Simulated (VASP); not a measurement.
A run of VASP 6.6.1:

Contents of INCAR:

```
SYSTEM = Ba8Zn3N6O3
ALGO     = Normal         ! electronic algorithm
EDIFF    = 1E-6           ! SCF threshold, eV
ENCUT    = 520            ! plane-wave cutoff, eV
GGA      = PS             ! functional
ISIF     = 2              ! what is computed and relaxed
ISMEAR   = 0              ! smearing method
LASPH    = .TRUE.         ! aspherical terms in the spheres
LCHARG   = .FALSE.        ! write CHGCAR
LREAL    = Auto         
LWAVE    = .FALSE.        ! write WAVECAR
NBANDS   = 98             ! bands
NELM     = 100            ! most SCF steps
PREC     = Accurate       ! precision mode
SIGMA    = 0.05           ! smearing width, eV
```

KPOINTS

```
k-points
0
G
  4 4 4
  0 0 0
```

POSCAR

```
Ba8Zn3N6O3
1.0
    4.0603386242      4.0603386242      0.0000000000
    4.0603386242     -8.1206772484      0.0000000000
    0.0000000000      0.0000000000     -9.0833214478
Ba Zn N O
8 3 6 3
Direct
   -0.0063133486     -0.0126266973      0.7861971021
    0.3204464259      0.6408928518      0.7805403608
    0.5842358367      0.1684720734      0.6410358847
    0.0056779337      0.0113558673      0.2501524374
    0.3419582606      0.6839165212      0.2362994652
    0.6686645092      0.3373291721      0.1897654960
    0.8327531222      0.6655061519      0.5092168131
    0.1716350280      0.3432700559      0.4831874579
    0.4916601425     -0.0166798075      1.0128320409
    0.8411436375      0.6822871825      1.0061725826
    0.1598258323      0.3196516646      0.9796533186
    0.5051155063      0.0102309201      0.2075651523
    0.8447254406      0.6894510349      0.2039964137
    0.1722229921      0.3444459841      0.1770618831
    0.4701478973     -0.0597040516      0.8210656248
    0.8397625540      0.6795250155      0.8082108557
    0.1490935583      0.2981868703      0.7815189676
    0.3173991431      0.6347982862      0.5053906797
    0.6891901372      0.3783801818      0.4577037182
    0.0173221185      0.0346439907      0.5216628110
```

Potentials or basis: VASP PAW PBE potentials, release 64 (Ba_sv, Zn, N, O).

The run is started by

```console
$ cat potpaw_PBE.64/Ba_sv/POTCAR potpaw_PBE.64/Zn/POTCAR potpaw_PBE.64/N/POTCAR potpaw_PBE.64/O/POTCAR > POTCAR
$ mpirun -np 1 vasp_std > vasp.out
```

Hardware: 1 thread of AMD EPYC 7R13 Processor (Zen 3), with other jobs on the host.

Q: Estimate the wall time of this run.

A: Wall time 47 min on 1 thread of AMD EPYC 7R13 Processor (Zen 3) (shared host), peak memory 0.92 GiB. Counts: scf iterations 23, k points 24.
